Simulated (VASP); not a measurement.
# H2CO in VASP: notebook, part 2 of 2

VASP 6.6.1. Earlier steps stand in the parts before.

### 3 Single point, PBE+D3(BJ)

This run uses another cell than the first one, of 8.76 Å³/atom.

File INCAR:

```
ALGO = Normal
EDIFF = 1E-7
ENCUT = 520
GGA = PE
ISIF = 2
ISMEAR = -1
IVDW = 12
LASPH = T
LCHARG = F
LREAL = Auto
LWAVE = F
NBANDS = 86
NELM = 60
PREC = Accurate
SIGMA = 0.05
```

File KPOINTS:

```
k-points
0
Gamma
  1 1 1
```

File POSCAR:

```
H2CO
1.0
    7.0504970000      0.0000000000      0.0000000000
    0.0000000000      7.0504970000      0.0000000000
    0.0000000000      0.0000000000      7.0504970000
O C H
10 10 20
Direct
    0.4215022005      0.9131554839      0.1885540835
    0.7797606325      0.8751581626      0.1835047941
    0.1576484608      0.5147722210      0.6802782839
    0.7472239191      0.6125100117      0.5479755541
    0.1517198007      0.7474366701      0.3189278713
    0.5534219786      0.0919651480      0.7060069666
    0.1710517712     -0.0349620743      0.8734136047
    0.9536207164      0.2525637554      0.5213391340
    0.2740516023      0.2630594694      0.1526842718
    0.8923626235      0.4918234842      0.9035249572
    0.4893413897      1.0599961960      0.1342174885
    0.8004400257      0.7963268405      0.0357279778
    0.0649032260      0.6605491783      0.6686904483
    0.6437702193      0.6969154089      0.4409050880
    0.1369690676      0.8095883170      0.1584001809
    0.6481245223      0.0964754683      0.5631659726
    0.1604709569      0.1034253330      0.7771934376
    1.0220414249      0.3709525726      0.4238566444
    0.2140132816      0.4082123572      0.0818807525
    0.7989933192      0.3700732019      0.8255588223
    0.5144460029      1.1154249126     -0.0079427025
    0.5524007740      1.1626698090      0.2366358003
    0.8993550384      0.8641376629     -0.0762073936
    0.7070139878      0.6704208228      0.0033756486
    0.0408198174      0.7341042766      0.8094464830
    0.0214311133      0.7072976558      0.5341609251
    0.6335156231      0.8584643040      0.4280123798
    0.5230836918      0.6306222100      0.3541168800
    0.1128572922      0.9589536738      0.1425147759
    0.1742997692      0.7091982310      0.0389192421
    0.5757324625      0.1321041623      0.4335439048
    0.7976317131      0.0706333185      0.5473656680
    0.0310332733      0.1829516416      0.7791507464
    0.2712858398      0.1507553297      0.6805335851
    0.9352248501      0.4764912318      0.3587264841
    1.1693927393      0.3489541234      0.3861855412
    0.2951848643      0.5401321354      0.0833700092
    0.0705624015      0.4149352875      0.0278278255
    0.6846609537      0.3996597687      0.7289698868
    0.8199421970      0.2229346385      0.8497131479
```

Potentials or basis: VASP PAW PBE potentials, release 64 (O, C, H).

Command:

```sh
cat potpaw_PBE.64/O/POTCAR potpaw_PBE.64/C/POTCAR potpaw_PBE.64/H/POTCAR > POTCAR
mpirun -np 1 vasp_gam > vasp.out
```

It took 83 s on 1 thread of AMD EPYC 7R13, shared host; peak memory 0.32 GiB.

The run converged. Its results:

- Free energy: -217.3383 eV
- Pressure: 14.4 GPa
- Largest force: 3.454 eV/Å
- Band gap on the k mesh: 1.99 eV
- Dispersion energy per atom: -0.067 eV

Forces on the atoms (eV/Å):
```
O    0.063 -1.066 -0.220
O    0.735  1.276  2.419
O    1.355 -0.674 -0.477
O   -0.353 -0.206 -0.096
O   -0.329 -1.323  0.580
O   -0.496 -0.175  1.876
O    0.981 -1.470 -0.086
O   -1.963 -2.257  1.728
O    0.154 -0.834  0.085
O   -1.068 -0.347  0.183
C    1.355  2.260  0.376
C   -1.127 -0.323 -3.222
C    1.039  0.437  2.924
C   -2.262  1.625 -0.431
C    1.252 -0.793  1.162
C   -0.390 -0.880 -0.777
C   -0.124  1.649 -1.300
C    2.623  0.541 -1.458
C    0.305  0.356 -0.123
C   -0.804  0.254  0.217
H   -0.317 -0.689 -0.920
H    0.217 -0.237 -0.170
H   -1.059 -0.835  0.700
H    0.529  0.871 -0.120
H    0.014 -0.183 -1.626
H   -0.350  1.267 -0.842
H    0.117 -1.383  0.580
H    0.868 -0.062  0.283
H   -0.576  0.561 -0.427
H   -0.737  1.225  0.020
H   -0.301  0.552 -0.780
H    0.279 -0.873  0.436
H   -0.278  0.696  0.167
H    0.397  0.102 -0.176
H   -0.267  1.056 -0.576
H    0.160  0.571  0.025
H    0.833  0.096 -0.172
H   -0.101  0.113 -0.058
H   -0.529  0.478 -0.313
H    0.158 -1.375  0.609
```

Stress tensor (GPa, compression positive):
```
13.86 -1.13 -0.94
-1.13 14.00 -3.70
-0.94 -3.70 15.37
```

Levels at points of the mesh, in eV from the valence-band top:
```
           k point  band 56  band 57  band 58  band 59  band 60  band 61  band 62  band 63  band 64  band 65
(0.00, 0.00, 0.00)    -0.57    -0.54    -0.43    -0.10     0.00     1.99     2.37     2.67     3.01     3.23
```

Caveat: the k points lie up to 0.89 Å⁻¹ apart, too coarse for converged energies, forces and pressures; the atoms stand as in a frame of molecular dynamics.

### 4 Single point, PBE+D3(BJ)

This run uses another cell than the first one, of 14.49 Å³/atom.

File INCAR:

```
SYSTEM = H2CO
ALGO = Normal
EDIFF = 1E-6
ENCUT = 520
GGA = PE
ISIF = 2
ISMEAR = -1
IVDW = 12
LASPH = .TRUE.
LCHARG = .FALSE.
LREAL = Auto
LWAVE = .FALSE.
NBANDS = 86
NELM = 80
PREC = Accurate
SIGMA = 0.05
```

File KPOINTS:

```
k-points
0
G
  1 1 1
  0 0 0
```

File POSCAR:

```
H2CO
1.0
    8.3381620000      0.0000000000      0.0000000000
    0.0000000000      8.3381620000      0.0000000000
    0.0000000000      0.0000000000      8.3381620000
O C H
10 10 20
Direct
    0.4322295489      0.9170846045      0.1861921128
    0.7778932575      0.8577429894      0.1693058974
    0.1387955763      0.5418100536      0.6674132741
    0.7560898913      0.6394694658      0.5328752308
    0.1393592497      0.7459077912      0.2962163604
    0.5515364177      0.0996262726      0.6886169878
    0.1745588536     -0.0342761390      0.8672534786
    0.9600317192      0.2667254486      0.5081215740
    0.2806014083      0.2670972332      0.1437247201
    0.8702157622      0.4785227248      0.8948255023
    0.4581225455      1.0562759515      0.1527674804
    0.7996366585      0.8008239706      0.0394931161
    0.0561994358      0.6594738745      0.6701117105
    0.6692242247      0.7116556383      0.4460575364
    0.1268145186      0.8090032312      0.1636451774
    0.6376465221      0.0988107451      0.5742632489
    0.1583922212      0.0795978778      0.7832901304
    1.0301311008      0.3622620909      0.4265808220
    0.2323533652      0.3934560158      0.0876452149
    0.7994687558      0.3836457003      0.8144600693
    0.4605331487      1.1051476333      0.0207839569
    0.4759442189      1.1475070885      0.2388535987
    0.8839957775      0.8505591520     -0.0466289813
    0.7679989907      0.6703515715      0.0223310605
    0.0609606769      0.7515445250      0.7721246001
   -0.0253772954      0.6812412616      0.5697778479
    0.6871778217      0.8313462847      0.3863081576
    0.5411144566      0.6586103748      0.4359234085
    0.1177957444      0.9329034384      0.1491575721
    0.1113914553      0.7375606279      0.0531412079
    0.5870118618      0.1149413984      0.4542967623
    0.7757225153      0.0909193177      0.5715768055
    0.0375502419      0.1390594234      0.7778812645
    0.2600932915      0.1453677681      0.7242723276
    1.0066127283      0.4893284635      0.4216276921
    1.1375528564      0.3157170609      0.3665795891
    0.2778549997      0.5143459674      0.1255552483
    0.1315277875      0.3897021910     -0.0040296651
    0.6886049947      0.4240742744      0.7400311963
    0.8383262402      0.2529454333      0.8146519581
```

Command:

```sh
cat potpaw_PBE.64/O/POTCAR potpaw_PBE.64/C/POTCAR potpaw_PBE.64/H/POTCAR > POTCAR
mpirun -np 1 vasp_gam > vasp.out
```

Run time: 2.2 min. Hardware: 1 thread of AMD EPYC 7R13, shared host; peak memory 0.49 GiB.

The run converged. Its results:

* Free energy: -222.1417 eV
* Pressure: 2.6 GPa
* Largest force: 4.209 eV/Å
* Band gap on the k mesh: 2.31 eV
* Dispersion energy per atom: -0.040 eV

Forces in eV/Å, atoms in the order of the input:
```
O   -0.010 -0.323  0.045
O   -0.402  1.802  1.356
O    1.544 -1.619  0.476
O    1.915 -1.113  1.210
O    0.034  0.037 -0.534
O   -0.885 -0.110  2.001
O    0.641 -2.312  1.181
O   -1.862 -1.182  1.265
O   -0.356  0.805  0.072
O    1.201  1.317  1.232
C    0.166 -0.563 -2.602
C    0.638 -2.827 -0.360
C   -0.329  1.896  0.301
C   -4.016  0.962 -0.814
C   -0.165 -2.284  1.357
C    2.080  0.142 -1.706
C   -0.554  2.961 -0.774
C    1.933 -0.012 -0.248
C   -0.890  0.030 -0.784
C   -1.874 -1.427 -1.447
H    0.137 -0.786  1.178
H    0.651  0.956  1.384
H    0.060  0.758 -0.924
H   -0.358  0.680 -0.587
H   -0.063 -0.724 -0.521
H   -0.067  0.577 -0.019
H    0.314 -0.665  0.450
H    0.695  0.608 -0.604
H   -0.030  2.276 -0.242
H    0.239 -0.245 -0.257
H   -0.273  0.007 -0.732
H   -1.015 -0.134  0.523
H    0.172 -0.029 -0.459
H   -0.155 -0.402 -0.112
H   -0.548  0.787 -0.354
H    0.308  0.325 -0.503
H    0.039 -0.351 -0.066
H    0.518  0.358  0.372
H    1.051 -0.689  0.498
H   -0.485  0.513 -0.255
```

Stress tensor (GPa, compression positive):
```
 2.11 -0.52  0.01
-0.52  2.98 -0.06
 0.01 -0.06  2.77
```

Levels at points of the mesh, in eV from the valence-band top:
| k point | band 56 | band 57 | band 58 | band 59 | band 60 | band 61 | band 62 | band 63 | band 64 | band 65 |
| --- | --- | --- | --- | --- | --- | --- | --- | --- | --- | --- |
| (0.00, 0.00, 0.00) | -0.63 | -0.58 | -0.46 | -0.33 | 0.00 | 2.31 | 2.58 | 2.67 | 2.90 | 2.91 |

Caveat: the k points lie up to 0.75 Å⁻¹ apart; the atoms stand as in a frame of molecular dynamics.

### 5 Summary

| cell | gap on the mesh (eV) | pressure (GPa) | largest force (eV/Å) |
| --- | --- | --- | --- |
| a = 6.417 Å, 40 atoms, atomic positions A | 1.66 | 27.5 | 3.89 |
| a = 7.050 Å, 40 atoms, atomic positions B | 1.99 | 14.4 | 3.45 |
| a = 8.338 Å, 40 atoms, atomic positions C | 2.31 | 2.6 | 4.21 |

Alike in all rows: task single point; level PBE+D3(BJ); potentials or basis VASP PAW PBE potentials, release 64 (O, C, H); no spin polarisation; k mesh 1 × 1 × 1; cutoff (eV) 520; smearing fermi-dirac 0.05 eV.

Caveats: all runs use coarse meshes; the atoms stand as in a frame of molecular dynamics.

Total energies depend on the potentials used, so only differences within one code and one set of settings carry meaning.
